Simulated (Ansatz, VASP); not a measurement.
One calculation of As, two programs

File INCAR:

```
SYSTEM = As
ALGO = Normal ; EDIFF = 1E-8
ENCUT = 520 ; GGA = PE
ISIF = 2 ; ISMEAR = -1
LASPH = .True. ; LCHARG = .False.
LEFG = .True. ; LREAL = .False.
LWAVE = .False. ; NBANDS = 8
NELM = 100 ; PREC = Accurate
SIGMA = 0.05
```

File KPOINTS:

```
k-points
0
Gamma
  16 16 16
  0 0 0
```

The input POSCAR:

```
As
1.0
   -1.6612237308      1.6612237308      1.6612237308
    1.6612237308     -1.6612237308      1.6612237308
    1.6612237308      1.6612237308     -1.6612237308
As
1
Direct
    0.0000000000      0.0000000000      0.0000000000
```

Input for Ansatz:

```yaml
crystal:
  lattice:
    - [-1.6612237308, 1.6612237308, 1.6612237308]
    - [1.6612237308, -1.6612237308, 1.6612237308]
    - [1.6612237308, 1.6612237308, -1.6612237308]
  atoms:
    - { symbol: As, position: [0.0, 0.0, 0.0] }
kpoints:
  mp_grid: { grid: [16, 16, 16] }
scf:
  occupations: { method: fermi_dirac, width: 0.05 }
hamiltonian:
  xc: pbe
  pseudopotentials: { kind: paw }
output:
  forces: true
  stress: true
  eigenvalues: true
  efg: { contact_densities: true }
```

Change from the starting cell: volume scaled by 0.96, PAW files.

Alike in both runs: task electric field gradients; functional PBE; k mesh 16 × 16 × 16; occupations fermi-dirac, width 0.05 eV; no spin polarisation.

```csv
,VASP,Ansatz
version,VASP 6.6.1,Ansatz 0.2.0
potentials or method,"VASP PAW PBE potentials, release 64 (As)","PAW with Ansatz's default frozen-core files, scalar-relativistic"
plane-wave cutoff (eV),520,420
valence electrons in the cell,5,15
```

VASP gave:

| Quantity | Value |
| --- | --- |
| pressure (GPa) | 3.5 |

Q: Which values does Ansatz return?

A: Pressure (GPa): 3.4.

With one functional, cell and mesh, what is left measures potentials, basis and numerics. VASP's potentials hold 5 valence electrons a cell and Ansatz's 15, so a difference there can come from the potentials and not from the codes.
